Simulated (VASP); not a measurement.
A run of VASP 6.6.1 is set up as follows.

INCAR

```
ALGO = Normal
EDIFF = 1E-6
ENCUT = 600
GGA = PS
GGA_COMPAT = False
ISIF = 2
ISMEAR = 0
LASPH = True
LCHARG = False
LREAL = False
LWAVE = False
NBANDS = 7
NELM = 120
PREC = Accurate
SIGMA = 0.1
```

KPOINTS

```
k-points
0
Gamma
  16 16 16
```

File POSCAR:

```
Mg
1.0
   -1.7791764875      1.7791764875      1.7791764875
    1.7791764875     -1.7791764875      1.7791764875
    1.7791764875      1.7791764875     -1.7791764875
Mg
1
Direct
    0.0000000000      0.0000000000      0.0000000000
```

Potentials or basis: VASP PAW PBE potentials, release 64 (Mg).

Command:

```bash
$ cat potpaw_PBE.64/Mg/POTCAR > POTCAR
$ mpirun -np 1 vasp_std > vasp.out
```

**Question.** What does it give for the band gap on the k mesh?

**Answer.** Zero (band 1 reaches 6.61 eV, above the bottom of band 2 at 1.80 eV).

**Question.** What does it give for the pressure?

**Answer.** -0.1 GPa.

Caveat: the PAW data sets were made with another functional, which shifts forces and pressure a little.
